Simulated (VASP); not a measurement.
# ScCd (Pm-3m) in VASP: notebook, part 2 of 2

VASP 6.6.1. Earlier steps stand in the parts before.

## 6. Single point, LDA

This run uses another cell than the first one, of 18.64 Å³/atom.

Contents of INCAR:

```
SYSTEM = ScCd
PREC     = Accurate       ! precision mode
ENCUT    = 520            ! plane-wave cutoff, eV
EDIFF    = 1E-6           ! SCF threshold, eV
ISMEAR   = -1             ! smearing method
SIGMA    = 0.05           ! smearing width, eV
LREAL    = .False.        ! projectors in reciprocal space
LASPH    = .True.         ! aspherical terms in the spheres
NELM     = 60             ! most SCF steps
ALGO     = Normal         ! electronic algorithm
ISIF     = 2              ! what is computed and relaxed
LWAVE    = .False.        ! write WAVECAR
LCHARG   = .False.        ! write CHGCAR
GGA      = CA             ! functional
NBANDS   = 18             ! bands
```

Contents of KPOINTS:

```
Automatic mesh
0
Gamma
  10 10 10
  0 0 0
```

Contents of POSCAR:

```
ScCd
1.0
    3.3403099166      0.0000000000      0.0000000000
    0.0000000000      3.3403099166      0.0000000000
    0.0000000000      0.0000000000      3.3403099166
Sc Cd
1 1
Direct
    0.5000000000      0.5000000000      0.5000000000
    0.0000000000      0.0000000000      0.0000000000
```

Potentials or basis: VASP PAW LDA potentials, release 64 (Sc_sv, Cd).

The run is started by

```
> cat potpaw_LDA.64/Sc_sv/POTCAR potpaw_LDA.64/Cd/POTCAR > POTCAR
> mpirun -np 1 vasp_std > vasp.out
```

OUTCAR:

```text
SYSTEM = ScCd
   PREC = Accurate
   ENCUT = 520
   EDIFF = 1E-6
   ISMEAR = -1
   LREAL = .False.
   LASPH = .True.
   NELM = 60
   ISIF = 2
   GGA = CA

 ion  position               nearest neighbor table
   1  0.500  0.500  0.500-   2 2.89   2 2.89   2 2.89   2 2.89   2 2.89   2 2.89   2 2.89   2 2.89

   2  0.000  0.000  0.000-   1 2.89   1 2.89   1 2.89   1 2.89   1 2.89   1 2.89   1 2.89   1 2.89

  LATTYP: Found a simple cubic cell.
 ALAT       =     3.3403099166

  Lattice vectors:

 A1 = (   3.3403099166,   0.0000000000,   0.0000000000)
 A2 = (   0.0000000000,   3.3403099166,   0.0000000000)
 A3 = (   0.0000000000,   0.0000000000,   3.3403099166)

Analysis of symmetry for initial positions (statically):
=====================================================================
 Subroutine PRICEL returns:
 Original cell was already a primitive cell.

 Routine SETGRP: Setting up the symmetry group for a
 simple cubic supercell.

 Subroutine GETGRP returns: Found 48 space group operations
 (whereof 48 operations were pure point group operations)
 out of a pool of 48 trial point group operations.

The static configuration has the point symmetry O_h .

Analysis of symmetry for dynamics (positions and initial velocities):
=====================================================================
 Subroutine PRICEL returns:
 Original cell was already a primitive cell.

 Routine SETGRP: Setting up the symmetry group for a
 simple cubic supercell.

 Subroutine GETGRP returns: Found 48 space group operations
 (whereof 48 operations were pure point group operations)
 out of a pool of 48 trial point group operations.

The dynamic configuration has the point symmetry O_h .

 Subroutine INISYM returns: Found 48 space group operations
 (whereof 48 operations are pure point group operations),
[... 110 lines left out ...]
   EFERMI =   0.00;   METHOD = LEGACY
   ISMEAR =    -1;   SIGMA  =   0.05  broadening in eV -4-tet -1-fermi 0-gaus
   EFERMI_NEDOS =   21; number of points for ismear=-14 and -15
   IALGO  =     38    algorithm
   IMIX   =      4    mixing-type and parameters
     AMIX     =   0.40;   BMIX     =  1.00
     AMIX_MAG =   1.60;   BMIX_MAG =  1.00
  volume/ion in A,a.u.               =      18.64       125.76
  Fermi-wavevector in a.u.,A,eV,Ry     =   1.393790  2.633881 26.431366  1.942651
  Thomas-Fermi vector in A             =   2.517402
   LORBIT       =      0    0 simple, 1 ext, 2 COOP (PROOUT), +10 PAW based schemes
   GGA     = CA    functional components
   LHFCALC =     F    Hartree Fock is set to
   AEXX    =    0.0000 exact exchange contribution
   IVDW    =     0    specifies the selected vdW correction
   LEPSILON=     F    determine dielectric tensor
   LRPA    =     F    only Hartree local field effects (RPA)
 non-spin polarized calculation
  energy-cutoff  :      520.00
  volume of cell :       37.27
 maximum number of plane-waves:      1024
 NGX is ok and might be reduce to    28
   NGX = 13   NGY = 13   NGZ = 13

 number of electron      23.0000001 magnetization

 Free energy of the ion-electron system (eV)
  ---------------------------------------------------
  ext. energy  EPLUGINS =         0.00000000
  ---------------------------------------------------
  free energy    TOTEN  =        -8.86470452 eV

  energy without entropy =       -8.84410616  energy(sigma->0) =       -8.85440534

 E-fermi :   4.5545     XC(G=0): -11.7779

 val. band max:        4.5257945938   @ k =   0.5000   0.3000   0.1000
 cond. band min:       4.5611776965   @ k =   0.2000   0.2000   0.2000
 fundamental gap:      0.0353831027
 Fermi energy:         4.5544991220

 k-point     1 :       0.0000    0.0000    0.0000
  band No.  band energies     occupation
      1     -44.4194      2.00000
      2     -23.3374      2.00000
      3     -23.3374      2.00000
      4     -23.3374      2.00000
      5      -4.7606      2.00000
      6      -4.7606      2.00000
[... 481 lines left out ...]
      5      -4.5912      2.00000
      6      -4.3692      2.00000
[... 10 lines left out ...]
     17      12.1816      0.00000
     18      12.5257      0.00000

 [... further k-points ...]

------------------------ aborting loop because EDIFF is reached ----------------------------------------

  FORCE on cell =-STRESS in cart. coord.  units (eV):
  Direction    XX          YY          ZZ          XY          YZ          ZX
  --------------------------------------------------------------------------------------
  -------------------------------------------------------------------------------------
  Total        2.1855736      2.1855736      2.1855736      0.0000000      0.0000000      0.0000000
  in kB       93.9540964     93.9540964     93.9540964      0.0000000      0.0000000      0.0000000
  external PRESSURE =      93.9540964 kB  Pullay stress =       0.0000000 kB

 VOLUME and BASIS-vectors are now :
 -----------------------------------------------------------------------------
  energy-cutoff  :      520.00
  volume of cell :       37.27
      direct lattice vectors                 reciprocal lattice vectors
     3.340309917  0.000000000  0.000000000     0.299373419  0.000000000  0.000000000
     0.000000000  3.340309917  0.000000000     0.000000000  0.299373419  0.000000000
     0.000000000  0.000000000  3.340309917     0.000000000  0.000000000  0.299373419

 POSITION                                       TOTAL-FORCE (eV/Angst)
 -----------------------------------------------------------------------------------
      1.67015      1.67015      1.67015         0.000000      0.000000      0.000000
      0.00000      0.00000      0.00000         0.000000      0.000000      0.000000
 -----------------------------------------------------------------------------------
    total drift:                                0.000000      0.000000      0.000000

  FREE ENERGIE OF THE ION-ELECTRON SYSTEM (eV)
  ---------------------------------------------------
  free  energy   TOTEN  =        -8.8647045163 eV

  energy  without entropy=       -8.8441061552  energy(sigma->0) =       -8.85440534
```

OSZICAR:

```text
N       E                     dE             d eps       ncg     rms          rms(c)
DAV:   1     0.244780813558E+03    0.24478E+03   -0.12113E+04  2096   0.140E+03
DAV:   2    -0.555037602535E-01   -0.24484E+03   -0.24010E+03  2096   0.433E+02
DAV:   3    -0.973542186552E+01   -0.96799E+01   -0.95042E+01  2740   0.111E+02
DAV:   4    -0.984669703355E+01   -0.11128E+00   -0.11092E+00  2892   0.115E+01
DAV:   5    -0.984774690106E+01   -0.10499E-02   -0.10498E-02  2682   0.826E-01    0.788E+00
DAV:   6    -0.896087662395E+01    0.88687E+00   -0.20114E+00  2630   0.170E+01    0.318E+00
DAV:   7    -0.887566087735E+01    0.85216E-01   -0.25980E-01  2664   0.506E+00    0.160E+00
DAV:   8    -0.886556769393E+01    0.10093E-01   -0.24150E-02  2364   0.214E+00    0.254E-01
DAV:   9    -0.886482512556E+01    0.74257E-03   -0.73879E-03  2636   0.958E-01    0.773E-02
DAV:  10    -0.886469968906E+01    0.12544E-03   -0.68721E-04  2628   0.305E-01    0.360E-02
DAV:  11    -0.886470500971E+01   -0.53206E-05   -0.20675E-05  2300   0.536E-02    0.856E-03
DAV:  12    -0.886470451629E+01    0.49342E-06   -0.10957E-06  1142   0.132E-02
   1 F= -.88647045E+01 E0= -.88544053E+01  d E =-.205984E-01
```

stdout:

```text
POSCAR found type information on POSCAR ScCd
 POSCAR found :  2 types and       2 ions
 scaLAPACK will be used
 LDA part: xc-table for (Slater(with rela. corr.)+CA(PZ))
 , standard interpolation
 POSCAR, INCAR and KPOINTS ok, starting setup
 FFT: planning ... GRIDC
 FFT: planning ... GRID_SOFT
 FFT: planning ... GRID
 WAVECAR not read
 entering main loop
```

Wall time 21 s (1 thread of Intel Xeon 6975P-C (Granite Rapids), shared host); peak memory 0.16 GiB.

What came out:

```yaml
Free_energy: -8.8647 eV
Pressure: 9.4 GPa
Band_gap_on_the_k_mesh: zero (an odd number of electrons rules out a gap without spin polarisation)
```

Levels at points of the mesh, in eV from the Fermi level:
| k point | band 8 | band 9 | band 10 | band 11 | band 12 | band 13 | band 14 | band 15 | band 16 | band 17 |
| --- | --- | --- | --- | --- | --- | --- | --- | --- | --- | --- |
| (0.00, 0.00, 0.00) | -8.66 | -8.66 | -8.06 | 0.16 | 0.16 | 2.90 | 2.90 | 2.90 | 5.69 | 5.69 |
| (0.50, 0.00, 0.00) | -8.82 | -8.60 | -4.33 | -3.95 | 0.05 | 1.04 | 1.04 | 2.77 | 3.84 | 10.92 |
| (0.50, 0.50, 0.00) | -8.92 | -8.27 | -3.39 | -0.75 | -0.75 | 0.42 | 2.24 | 2.24 | 3.57 | 5.94 |
| (0.50, 0.50, 0.50) | -8.25 | -8.25 | -1.90 | -1.90 | -1.90 | 1.88 | 3.64 | 3.64 | 5.54 | 5.54 |

Caveat: the cell stands under pressure.

## 7. Summary

| cell | gap on the mesh (eV) | pressure (GPa) |
| --- | --- | --- |
| a = 2.799 Å, 2 atoms | none | 194.7 |
| a = 3.055 Å, 2 atoms | none | 65.7 |
| a = 3.340 Å, 2 atoms | none | 9.4 |

Alike in all rows: task single point; level LDA; potentials or basis VASP PAW LDA potentials, release 64 (Sc_sv, Cd); no spin polarisation; k mesh 10 × 10 × 10; cutoff (eV) 520; smearing fermi-dirac 0.05 eV.

Caveats: the cell stands under pressure.

Total energies depend on the potentials used, so only differences within one code and one set of settings carry meaning.
